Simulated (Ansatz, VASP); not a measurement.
## One calculation of Zn, two programs

The input INCAR:

```
SYSTEM = Zn
ALGO     = Normal         ! electronic algorithm
EDIFF    = 1E-8           ! SCF threshold, eV
ENCUT    = 520            ! plane-wave cutoff, eV
GGA      = PE             ! functional
ISIF     = 2              ! what is computed and relaxed
ISMEAR   = -1             ! smearing method
LASPH    = .TRUE.         ! aspherical terms in the spheres
LCHARG   = .FALSE.        ! write CHGCAR
LEFG     = .TRUE.       
LREAL    = .FALSE.        ! projectors in reciprocal space
LWAVE    = .FALSE.        ! write WAVECAR
NBANDS   = 19             ! bands
NELM     = 60             ! most SCF steps
PREC     = Accurate       ! precision mode
SIGMA    = 0.03           ! smearing width, eV
```

KPOINTS

```
k-points
0
G
  16 16 8
  0 0 0
```

The input POSCAR:

```
Zn
1.0
    2.6998652069      0.0000000000      0.0000000000
   -1.3499326034      2.3381518559      0.0000000000
    0.0000000000      0.0000000000      5.0117956229
Zn
2
Direct
    0.3333333333      0.6666666667      0.2500000000
    0.6666666667      0.3333333333      0.7500000000
```

Input for Ansatz:

```yaml
crystal:
  lattice:
    - [2.6998652069, 0.0, 0.0]
    - [-1.3499326034, 2.3381518559, 0.0]
    - [0.0, 0.0, 5.0117956229]
  atoms:
    - { symbol: Zn, position: [0.3333333333, 0.6666666667, 0.25] }
    - { symbol: Zn, position: [0.6666666667, 0.3333333333, 0.75] }
kpoints:
  mp_grid: { grid: [16, 16, 8] }
scf:
  occupations: { method: fermi_dirac, width: 0.03 }
hamiltonian:
  xc: pbe
  pseudopotentials: { kind: paw }
output:
  forces: true
  stress: true
  eigenvalues: true
  efg: { contact_densities: true }
```

Change from the starting cell: volume scaled by 1.04, PAW files.

Alike in both runs: task electric field gradients; functional PBE; k mesh 16 × 16 × 8; occupations fermi-dirac, width 0.03 eV; no spin polarisation.

|  | VASP | Ansatz |
| --- | --- | --- |
| version | VASP 6.6.1 | Ansatz 0.2.0 |
| potentials or method | VASP PAW PBE potentials, release 64 (Zn) | PAW with Ansatz's default frozen-core files, scalar-relativistic |
| plane-wave cutoff (eV) | 520 | 420 |
| valence electrons in the cell | 24 | 24 |

|  | VASP | Ansatz | Ansatz less VASP |
| --- | --- | --- | --- |
| pressure (GPa) | -2.7 | -3.0 | -0.28 |
| traceless stress, the component that is largest in VASP (GPa) | 0.30 | 0.44 | +0.135 |
| size of Vzz on the site where it differs most (V/Å²) | 35.5 | 35.4 | -0.07 |

With one functional, cell and mesh, what is left measures potentials, basis and numerics.
